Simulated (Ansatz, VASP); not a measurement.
# ZnSe in VASP and in Ansatz

Contents of INCAR:

```
SYSTEM = ZnSe
PREC = Accurate ; ENCUT = 600
EDIFF = 1E-6 ; ISMEAR = 0
SIGMA = 0.02 ; LREAL = .FALSE.
LASPH = .TRUE. ; NELM = 60
ALGO = Normal ; ISIF = 3
LWAVE = .FALSE. ; LCHARG = .FALSE.
GGA = PE ; IBRION = 2
NSW = 100 ; EDIFFG = -0.005
```

Contents of KPOINTS:

```
regular mesh
0
G
  8 8 8
  0 0 0
```

Contents of POSCAR:

```
ZnSe
1.0
    0.0000000000      2.9187745611      2.9187745611
    2.9187745611      0.0000000000      2.9187745611
    2.9187745611      2.9187745611      0.0000000000
Zn Se
1 1
Direct
    0.0000000000      0.0000000000      0.0000000000
    0.2500000000      0.2500000000      0.2500000000
```

Input for Ansatz:

```yaml
crystal:
  lattice:
    - [0.0, 2.9187745611, 2.9187745611]
    - [2.9187745611, 0.0, 2.9187745611]
    - [2.9187745611, 2.9187745611, 0.0]
  atoms:
    - { symbol: Zn, position: [0.0, 0.0, 0.0] }
    - { symbol: Se, position: [0.25, 0.25, 0.25] }
basis:
  ecutwfc: 420
kpoints:
  mp_grid: { grid: [8, 8, 8] }
hamiltonian:
  xc: pbe
scf:
  occupations: { method: gaussian, width: 0.02 }
output:
  forces: true
  stress: true
  eigenvalues: true
relax:
  adjacent_minimum: "off"
  f_tol: 0.005
  max_steps: 80
  cell: { stress_tol: 0.05 }
```

Alike in both runs: task relaxation of cell and atoms; functional PBE; k mesh 8 × 8 × 8; occupations gaussian, width 0.02 eV; no spin polarisation.

```csv
,VASP,Ansatz
version,VASP 6.6.1,Ansatz 0.2.0
potentials or method,"VASP PAW PBE potentials, release 64 (Zn, Se), cutoff 600 eV","scalar-relativistic, plane waves, PAW"
valence electrons in the cell,18,28
```

|  | VASP | Ansatz | Ansatz less VASP |
| --- | --- | --- | --- |
| gap on the k mesh at the Fermi level, each at its own relaxed structure (eV) | 1.14 | 1.15 | +0.014 |
| relaxed volume (Å³/atom) | 23.65 | 23.55 | -0.092 |
| relaxed cell length with the largest relative difference (Å) | 4.059 | 4.054 | -0.0053 |

VASP's potentials hold 18 valence electrons a cell and Ansatz's 28, so a difference there can come from the potentials and not from the codes.
